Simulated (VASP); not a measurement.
## Al2Cu: single point with LDA

Crystal: Al2Cu.

```
CELL_PARAMETERS angstrom
4.23090 0.00000 0.00000
0.00000 4.23090 0.00000
0.00000 0.00000 2.59570
ATOMIC_POSITIONS crystal
Al 0.50000 0.00000 0.50000
Al 0.00000 0.50000 0.50000
Cu 0.00000 0.00000 0.00000
```

```yaml
Program: VASP 6.6.1
Task: single point
Functional: LDA
Potentials_or_basis: VASP PAW LDA potentials, release 64 (Al, Cu)
Cutoff: 520 eV
k_mesh: 10 × 10 × 14
Occupations: gaussian, width 0.15 eV
Spin: no spin polarisation
Dipole_correction: no
Further_INCAR_settings: ALGO = Fast; EDIFF = 1e-06; NBANDS = 16
```

```
Pressure : 1.8 GPa
```

Stress tensor (GPa, compression positive):
```
-2.37  0.00  0.00
 0.00 -2.37  0.00
 0.00  0.00 10.21
```

Levels at points of the mesh, in eV from the Fermi level:
| k point | band 5 | band 6 | band 7 | band 8 | band 9 | band 10 | band 11 | band 12 | band 13 | band 14 |
| --- | --- | --- | --- | --- | --- | --- | --- | --- | --- | --- |
| (0.00, 0.00, 0.00) | -4.09 | -4.09 | -3.11 | -3.11 | -1.08 | 0.28 | 4.77 | 4.77 | 6.35 | 7.17 |
| (0.50, 0.00, 0.00) | -4.84 | -4.09 | -4.09 | -1.97 | 0.77 | 0.87 | 0.94 | 7.18 | 8.61 | 10.95 |
| (0.50, 0.50, 0.00) | -4.84 | -4.81 | -4.09 | -4.09 | -2.66 | 7.82 | 7.82 | 8.30 | 8.31 | 9.70 |
| (0.00, 0.00, 0.50) | -5.07 | -4.33 | -2.62 | 1.65 | 2.61 | 2.61 | 3.18 | 3.18 | 3.60 | 4.00 |
| (0.50, 0.00, 0.50) | -4.39 | -4.29 | -3.08 | -1.98 | -0.99 | 3.72 | 4.20 | 4.93 | 5.11 | 5.41 |
| (0.50, 0.50, 0.50) | -4.22 | -3.00 | -2.48 | -2.48 | -0.09 | 0.11 | 0.58 | 0.58 | 2.55 | 10.98 |

It took 92 s on 1 thread of Intel(R) Xeon(R) Platinum 8259CL CPU @ 2.50GHz (Skylake/Cascade Lake) (shared host), peak memory 0.22 GiB.
